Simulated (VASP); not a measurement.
# I (Fmmm) in VASP: notebook

The runs below take I through single point, with r2SCAN.

Everything below comes from runs of VASP 6.6.1. Logs are shortened: lines on timing, memory, paths and dates and some standing lists are left out, and cuts for length are marked.

## 1. The cell of the first run

Symmetry: Fmmm, No. 69, orthorhombic system. Conventional cell: a = 4.530 Å, b = 4.538 Å, c = 7.503 Å, α = 90.00°, β = 90.00°, γ = 90.00°. Within 4.2 Å of I (site symmetry mmm) lie 4 I at 3.21 Å.

## 2. Single point, r2SCAN (38.56 Å³/atom)

The input, POSCAR:

```
I
1.0
    0.0000000000      2.2688619205      3.7514427289
    2.2649945154      0.0000000000      3.7514427289
    2.2649945154      2.2688619205      0.0000000000
I
1
Direct
    0.0000000000      0.0000000000      0.0000000000
```

The input, INCAR.step1:

```
  ALGO = Normal
  EDIFF = 1E-4
  ENCUT = 520
  GGA = PE
  ISMEAR = 0
  LASPH = True
  LCHARG = False
  LREAL = False
  LWAVE = True
  NBANDS = 10
  NELM = 100
  PREC = Accurate
  SIGMA = 0.1
```

The input, INCAR.step2:

```
  ALGO = Normal
  EDIFF = 1E-6
  ENCUT = 520
  ISIF = 2
  ISMEAR = 0
  ISTART = 1
  LASPH = True
  LCHARG = False
  LMIXTAU = True
  LREAL = False
  LWAVE = False
  METAGGA = R2SCAN
  NBANDS = 10
  NELM = 100
  PREC = Accurate
  SIGMA = 0.1
```

The input, KPOINTS:

```
k-points
0
Gamma
  14 14 14
```

Potentials or basis: VASP PAW PBE potentials, release 64 (I).

Launch:

```console
$ cat potpaw_PBE.64/I/POTCAR > POTCAR
$ cp INCAR.step1 INCAR
$ mpirun -np 1 vasp_std > vasp.out
$ cp INCAR.step2 INCAR
$ mpirun -np 1 vasp_std > vasp.out
```

OUTCAR:

```text
EDIFF = 1E-6
   ENCUT = 520
   ISIF = 2
   ISMEAR = 0
   ISTART = 1
   LASPH = True
   LREAL = False
   METAGGA = R2SCAN
   NELM = 100
   PREC = Accurate

 ion  position               nearest neighbor table
   1  0.000  0.000  0.000-

  LATTYP: Found a face centered orthorhombic cell.
 ALAT       =     4.5299890308
 B/A-ratio  =     1.0017074678
 C/A-ratio  =     1.6562701161

  Lattice vectors:

 A1 = (   0.0000000000,   2.2688619205,   3.7514427289)
 A2 = (   2.2649945154,   0.0000000000,   3.7514427289)
 A3 = (   2.2649945154,   2.2688619205,   0.0000000000)

Analysis of symmetry for initial positions (statically):
=====================================================================
 Subroutine PRICEL returns:
 Original cell was already a primitive cell.

 Routine SETGRP: Setting up the symmetry group for a
 face centered orthorhombic supercell.

 Subroutine GETGRP returns: Found  8 space group operations
 (whereof  8 operations were pure point group operations)
 out of a pool of  8 trial point group operations.

The static configuration has the point symmetry D_2h.

Analysis of symmetry for dynamics (positions and initial velocities):
=====================================================================
 Subroutine PRICEL returns:
 Original cell was already a primitive cell.

 Routine SETGRP: Setting up the symmetry group for a
 face centered orthorhombic supercell.

 Subroutine GETGRP returns: Found  8 space group operations
 (whereof  8 operations were pure point group operations)
 out of a pool of  8 trial point group operations.

The dynamic configuration has the point symmetry D_2h.

 Subroutine INISYM returns: Found  8 space group operations
 (whereof  8 operations are pure point group operations),
 and found     1 'primitive' translations

----------------------------------------------------------------------------------------

                                     Primitive cell

  volume of cell :      38.5570

  direct lattice vectors                    reciprocal lattice vectors
     0.000000000  2.268861921  3.751442729    -0.220751086  0.220374804  0.133282056
     2.264994515  0.000000000  3.751442729     0.220751086 -0.220374804  0.133282056
     2.264994515  2.268861921  0.000000000     0.220751086  0.220374804 -0.133282056

  length of vectors
     4.384182588  4.382182413  3.205921797     0.339205252  0.339205252  0.339205252

  position of ions in fractional coordinates (direct lattice)
     0.000000000  0.000000000  0.000000000

  ion indices of the primitive-cell ions
   primitive index   ion index
                 1           1

----------------------------------------------------------------------------------------

 KPOINTS: k-points

Automatic generation of k-mesh.
 Grid dimensions read from file:
 generate k-points for:   14   14   14

 Generating k-lattice:

  Cartesian coordinates                     Fractional coordinates (reciprocal lattice)
    -0.015767935  0.015741057  0.009520147     0.071428571  0.000000000  0.000000000
     0.015767935 -0.015741057  0.009520147     0.000000000  0.071428571  0.000000000
     0.015767935  0.015741057 -0.009520147     0.000000000  0.000000000  0.071428571

  Length of vectors
     0.024228947  0.024228947  0.024228947

  Shift w.r.t. Gamma in fractional coordinates (k-lattice)
     0.000000000  0.000000000  0.000000000

 Subroutine IBZKPT returns following result:
 ===========================================

 Found    428 irreducible k-points:

 Following reciprocal coordinates:
            Coordinates               Weight
  0.000000  0.000000  0.000000      1.000000
  0.071429  0.000000  0.000000      8.000000
  0.142857  0.000000  0.000000      8.000000
  0.214286  0.000000  0.000000      8.000000
  0.285714  0.000000  0.000000      8.000000
  0.357143  0.000000  0.000000      8.000000
[... 16 lines left out ...]
  0.214286  0.142857 -0.000000      8.000000
  0.285714  0.142857  0.000000      8.000000
 [... further k-points ...]
   k-points           NKPTS =    428   k-points in BZ     NKDIM =    428   number of bands    NBANDS=     10
   number of dos      NEDOS =    301   number of ions     NIONS =      1
   total plane-waves  NPLWV =  31104
   dimension x,y,z NGX =    36 NGY =   36 NGZ =   24
   dimension x,y,z NGXF=    72 NGYF=   72 NGZF=   48
   ions per type =               1
   NGX,Y,Z   is equivalent  to a cutoff of  13.65, 13.66, 12.45 a.u.
   NGXF,Y,Z  is equivalent  to a cutoff of  27.30, 27.31, 24.89 a.u.
 SYSTEM =  unknown system
   PREC   = accura    normal or accurate (medium, high low for compatibility)
   ISTART =      1    job   : 0-new  1-cont  2-samecut
   ICHARG =      0    charge: 1-file 2-atom 10-const
   ISPIN  =      1    spin polarized calculation?
   LNONCOLLINEAR =      F non collinear calculations
   LSORBIT =      F    spin-orbit coupling
   LASPH  =      T    aspherical Exc in radial PAW
   ENCUT  =  520.0 eV  38.22 Ry    6.18 a.u.   8.15  8.15  5.96*2*pi/ulx,y,z
   NELM   =    100;   NELMIN=  2; NELMDL=  0     # of ELM steps
   EDIFF  = 0.1E-05   stopping-criterion for ELM
   LREAL  =      F    real-space projection
   EDIFFG = 0.1E-04   stopping-criterion for IOM
   NSW    =      0    number of steps for IOM
   IBRION =     -1    ionic relax: 0-MD 1-quasi-New 2-CG
   NFREE  =      0    steps in history (QN), initial steepest desc. (CG)
   ISIF   =      2    stress and relaxation
   ISYM   =      2    0-nonsym 1-usesym 2-fastsym
   POTIM  = 0.5000    time-step for ionic-motion
   TEBEG  =    0.0;   TEEND  =   0.0 temperature during run
   PSTRESS=    0.0 pullay stress
   NELECT =       7.0000    total number of electrons
   NUPDOWN=      -1.0000    fix difference up-down
   EMIN   =  10.00;   EMAX   =-10.00  energy-range for DOS
   EFERMI =   0.00;   METHOD = LEGACY
   ISMEAR =     0;   SIGMA  =   0.10  broadening in eV -4-tet -1-fermi 0-gaus
   EFERMI_NEDOS =   21; number of points for ismear=-14 and -15
   IALGO  =     38    algorithm
   IMIX   =      4    mixing-type and parameters
     AMIX     =   0.40;   BMIX     =  1.00
     AMIX_MAG =   1.60;   BMIX_MAG =  1.00
  volume/ion in A,a.u.               =      38.56       260.20
  Fermi-wavevector in a.u.,A,eV,Ry     =   0.926986  1.751749 11.691518  0.859302
  Thomas-Fermi vector in A             =   2.053007
   LORBIT       =      0    0 simple, 1 ext, 2 COOP (PROOUT), +10 PAW based schemes
   METAGGA = R2SCAN    functional components
   LHFCALC =     F    Hartree Fock is set to
   AEXX    =    0.0000 exact exchange contribution
   IVDW    =     0    specifies the selected vdW correction
   LEPSILON=     F    determine dielectric tensor
   LRPA    =     F    only Hartree local field effects (RPA)
 non-spin polarized calculation
 Gauss-broadening in eV      SIGMA  =   0.10
  energy-cutoff  :      520.00
  volume of cell :       38.56
 maximum number of plane-waves:      1064
 NGX is ok and might be reduce to    36
   NGX = 17   NGY = 17   NGZ = 11

 number of electron       7.0000000 magnetization

 Free energy of the ion-electron system (eV)
  ---------------------------------------------------
  ext. energy  EPLUGINS =         0.00000000
  ---------------------------------------------------
  free energy    TOTEN  =       -24.41166869 eV

  energy without entropy =      -24.40941685  energy(sigma->0) =      -24.41054277

 E-fermi :   3.9034     XC(G=0):  -8.9304

 val. band max:        3.9028741689   @ k =   0.4286   0.0714   0.1429
 cond. band min:       3.9257106986   @ k =  -0.2143   0.1429   0.1429
 fundamental gap:      0.0228365297
 Fermi energy:         3.9033908482

 k-point     1 :       0.0000    0.0000    0.0000
  band No.  band energies     occupation
      1     -10.7785      2.00000
      2       1.8816      2.00000
      3       4.8115      0.00000
      4       4.8191      0.00000
      5       9.0345      0.00000
      6      11.6677      0.00000
      7      12.8538      0.00000
      8      16.5060      0.00000
      9      16.5137      0.00000
     10      16.8791      0.00000

 k-point     2 :       0.0714    0.0000    0.0000
  band No.  band energies     occupation
      1     -10.7175      2.00000
      2       1.8692      2.00000
      3       4.2778      0.00000
      4       4.8546      0.00000
      5       9.2000      0.00000
      6      11.9609      0.00000
      7      13.2366      0.00000
      8      15.0520      0.00000
      9      16.5989      0.00000
     10      17.3705      0.00000

 k-point     3 :       0.1429    0.0000    0.0000
  band No.  band energies     occupation
      1     -10.5391      2.00000
      2       1.8308      2.00000
      3       3.0736      2.00000
      4       4.9676      0.00000
      5       9.6162      0.00000
      6      12.3059      0.00000
      7      13.5323      0.00000
      8      14.6199      0.00000
      9      16.8608      0.00000
     10      17.7293      0.00000

 k-point     4 :       0.2143    0.0000    0.0000
  band No.  band energies     occupation
      1     -10.2582      2.00000
      2       1.5140      2.00000
      3       1.9756      2.00000
      4       5.1391      0.00000
      5      10.0662      0.00000
      6      12.4828      0.00000
      7      12.6432      0.00000
      8      16.4716      0.00000
      9      17.2634      0.00000
     10      18.2649      0.00000

 k-point     5 :       0.2857    0.0000    0.0000
  band No.  band energies     occupation
      1      -9.9057      2.00000
      2       0.2927      2.00000
      3       1.8741      2.00000
      4       5.3423      0.00000
      5      10.0003      0.00000
      6      12.5325      0.00000
      7      12.9185      0.00000
      8      17.4022      0.00000
      9      18.0325      0.00000
     10      18.1944      0.00000

 k-point     6 :       0.3571    0.0000    0.0000
  band No.  band energies     occupation
      1      -9.5373      2.00000
      2      -0.7940      2.00000
      3       1.8772      2.00000
      4       5.5393      0.00000
      5       9.4856      0.00000
      6      13.2775      0.00000
      7      13.4771      0.00000
      8      16.7226      0.00000
      9      17.7819      0.00000
     10      18.7529      0.00000
[... 183 lines left out ...]
 k-point    21 :      -0.0714    0.0714   -0.0000
  band No.  band energies     occupation
      1     -10.5548      2.00000
      2       2.0112      2.00000
      3       3.0768      2.00000
      4       4.9830      0.00000
      5       9.3610      0.00000
      6      12.3597      0.00000
      7      13.4092      0.00000
      8      14.6425      0.00000
      9      16.7598      0.00000
     10      17.5664      0.00000

 k-point    22 :       0.1429    0.1429    0.0000
  band No.  band energies     occupation
      1     -10.7157      2.00000
      2       1.2352      2.00000
      3       4.7498      0.00000
      4       4.7575      0.00000
      5      10.1662      0.00000
      6      11.5180      0.00000
      7      12.5319      0.00000
      8      16.9254      0.00000
      9      16.9327      0.00000
     10      17.6191      0.00000

 k-point    23 :       0.2143    0.1429   -0.0000
  band No.  band energies     occupation
      1     -10.6273      2.00000
      2       0.9987      2.00000
      3       4.1938      0.00004
      4       4.7680      0.00000
      5      10.7408      0.00000
      6      11.7383      0.00000
      7      12.8217      0.00000
      8      15.8853      0.00000
      9      17.2141      0.00000
     10      18.2875      0.00000

 k-point    24 :       0.2857    0.1429    0.0000
  band No.  band energies     occupation
      1     -10.4281      2.00000
      2       0.8458      2.00000
      3       2.9739      2.00000
      4       4.8649      0.00000
      5      11.2601      0.00000
      6      11.9897      0.00000
      7      14.0268      0.00000
      8      15.0217      0.00000
      9      17.6324      0.00000
     10      18.8468      0.00000

 [... further k-points ...]

------------------------ aborting loop because EDIFF is reached ----------------------------------------

  FORCE on cell =-STRESS in cart. coord.  units (eV):
  Direction    XX          YY          ZZ          XY          YZ          ZX
  --------------------------------------------------------------------------------------
  -------------------------------------------------------------------------------------
  Total        0.1757784      0.1744311      0.1860738     -0.0000000      0.0000000      0.0000000
  in kB        7.3041996      7.2482125      7.7320092     -0.0000000      0.0000000      0.0000000
  external PRESSURE =       7.4281404 kB  Pullay stress =       0.0000000 kB

 VOLUME and BASIS-vectors are now :
 -----------------------------------------------------------------------------
  energy-cutoff  :      520.00
  volume of cell :       38.56
      direct lattice vectors                 reciprocal lattice vectors
     0.000000000  2.268861921  3.751442729    -0.220751086  0.220374804  0.133282056
     2.264994515  0.000000000  3.751442729     0.220751086 -0.220374804  0.133282056
     2.264994515  2.268861921  0.000000000     0.220751086  0.220374804 -0.133282056

 POSITION                                       TOTAL-FORCE (eV/Angst)
 -----------------------------------------------------------------------------------
      0.00000      0.00000      0.00000         0.000000     -0.000000      0.000000
 -----------------------------------------------------------------------------------
    total drift:                                0.000000      0.000000     -0.000000

  FREE ENERGIE OF THE ION-ELECTRON SYSTEM (eV)
  ---------------------------------------------------
  free  energy   TOTEN  =       -24.4116686863 eV

  energy  without entropy=      -24.4094168471  energy(sigma->0) =      -24.41054277
```

Wall time 5.8 min (1 thread of AMD EPYC 9R45 (Zen 5), shared host); peak memory 0.27 GiB.

Results:

| Item | Value |
| --- | --- |
| Free energy | -24.4117 eV |
| Pressure | 0.7 GPa |
| Band gap on the k mesh | zero (an odd number of electrons rules out a gap without spin polarisation) |

Caveat: the PAW data sets were made with another functional, which shifts forces and pressure a little; spin-orbit coupling is left out, which moves the levels of the heavy elements; an odd number of electrons without spin polarisation forces a metal; a magnetic or distorted state may lie lower.

## 3. Single point, r2SCAN (42.25 Å³/atom)

This run uses another cell than the first one, of 42.25 Å³/atom.

The input, POSCAR:

```
I
1.0
    0.0000000000      2.2884140995      4.0407066096
    2.2844990395      0.0000000000      4.0407066096
    2.2844990395      2.2884140995      0.0000000000
I
1
Direct
    0.0000000000      0.0000000000      0.0000000000
```

The input, INCAR.step1:

```
PREC = Accurate ; ENCUT = 520
ISMEAR = 0 ; SIGMA = 0.1
LREAL = F ; LASPH = T
NELM = 60 ; NBANDS = 10
GGA = PE ; ALGO = Normal
EDIFF = 1E-4 ; LWAVE = T
LCHARG = F
```

The input, INCAR.step2:

```
PREC = Accurate ; ENCUT = 520
EDIFF = 1E-7 ; ISMEAR = 0
SIGMA = 0.1 ; LREAL = F
LASPH = T ; NELM = 60
ALGO = Normal ; ISIF = 2
LWAVE = F ; LCHARG = F
METAGGA = R2SCAN ; LMIXTAU = T
NBANDS = 10 ; ISTART = 1
```

The input, KPOINTS:

```
regular mesh
0
Gamma
  14 14 14
```

Potentials or basis: VASP PAW PBE potentials, release 64 (I).

Launch:

```console
$ cat potpaw_PBE.64/I/POTCAR > POTCAR
$ cp INCAR.step1 INCAR
$ mpirun -np 1 vasp_std > vasp.out
$ cp INCAR.step2 INCAR
$ mpirun -np 1 vasp_std > vasp.out
```

Run time: 7 min. Hardware: 1 thread of AMD EPYC 9R45 (Zen 5), shared host; peak memory 0.28 GiB.

The run converged. Its results:

```yaml
Free_energy: -24.4158 eV
Pressure: -0.3 GPa
Band_gap_on_the_k_mesh: zero (an odd number of electrons rules out a gap without spin polarisation)
```

Levels at points of the mesh, in eV from the Fermi level:
```
           k point  band 1  band 2  band 3  band 4  band 5  band 6  band 7  band 8
(0.00, 0.00, 0.00)  -14.42   -2.32    0.82    0.83    4.76    7.73    8.71   12.85
(0.50, 0.00, 0.00)  -12.92   -5.46   -1.95    1.76    5.12    9.85   10.88   12.18
(0.50, 0.50, 0.00)  -14.22   -4.16    0.64    0.65    7.29    7.89   10.74   14.40
(0.50, 0.00, 0.50)  -11.49   -4.34   -4.09   -0.78    4.27    6.64   10.08   10.99
(0.00, 0.50, 0.50)  -11.49   -4.33   -4.10   -0.78    4.27    6.62   10.09   10.99
```

Caveat: the PAW data sets were made with another functional, which shifts forces and pressure a little; spin-orbit coupling is left out, which moves the levels of the heavy elements; an odd number of electrons without spin polarisation forces a metal; a magnetic or distorted state may lie lower.

The gap in the log of VASP goes by the Fermi energy; the results here count the filled bands.